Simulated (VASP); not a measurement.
# TiO2: single point with PBE+U

TiO2:

```
Ti O
1.0
    -1.90865    1.90865    4.88991
     1.90865   -1.90865    4.88991
     1.90865    1.90865   -4.88991
Ti O
2 4
Direct
  0.00000 0.00000 0.00000
  0.75000 0.25000 0.50000
  0.21545 0.21545 0.00000
  0.96545 0.46545 0.50000
  0.53455 0.03455 0.50000
  0.78455 0.78455 0.00000
```

This cell differs from its parent crystal: atoms shifted along a free coordinate, c/a of the conventional cell at fixed volume 2.5620.

- Program: VASP 6.6.1
- Task: single point
- Functional: PBE
- Potentials or basis: VASP PAW PBE potentials, release 64 (Ti_sv, O)
- Cutoff: 520 eV
- k mesh: 8 × 8 × 8
- Occupations: gaussian, width 0.05 eV
- Spin: no spin polarisation
- Hubbard terms: Ti d U = 4.0 eV

```json
{
 "Pressure": "0.7 GPa",
 "Largest force": "1.055 eV/Å",
 "Band gap on the k mesh": "2.31 eV (least direct gap 2.85 eV)"
}
```

Forces on the atoms (eV/Å):
```
Ti   0.000  0.000  0.000
Ti   0.000  0.000  0.000
O    0.000  0.000 -1.055
O    0.000  0.000 -1.055
O    0.000  0.000  1.055
O    0.000  0.000  1.055
```

Stress tensor (GPa, compression positive):
```
 5.58  0.00  0.00
 0.00  5.58  0.00
 0.00  0.00 -9.02
```

Levels at points of the mesh, in eV from the valence-band top:
```tsv
k point	band 21	band 22	band 23	band 24	band 25	band 26	band 27	band 28
(0.00, 0.00, 0.00)	-0.97	-0.97	-0.62	-0.62	2.31	2.96	3.63	3.63
(0.50, 0.00, 0.00)	-1.96	-1.33	-1.11	-0.88	3.34	3.38	3.55	3.79
(0.50, 0.50, 0.00)	-2.37	-2.37	0.00	0.00	3.50	3.50	3.91	3.91
(0.50, 0.50, 0.50)	-1.55	-1.55	-0.37	-0.37	2.62	2.62	3.68	3.68
```

Eigenvalues of the final occupation matrices:
```
    site  spin  trace               eigenvalues
site 1 d     1   0.79  0.10 0.10 0.12 0.22 0.26
site 1 d     2   0.79  0.10 0.10 0.12 0.22 0.26
site 2 d     1   0.79  0.10 0.10 0.12 0.22 0.26
site 2 d     2   0.79  0.10 0.10 0.12 0.22 0.26
```

It took 7.9 min on 1 thread of Intel Xeon 8259CL (shared host), peak memory 0.32 GiB.

Caveat: the stress differs along the axes, from -9 to 6 GPa; forces of over 1 eV/Å act on the atoms, so gaps and moduli don't describe the material at rest. A k mesh can miss the band edges.
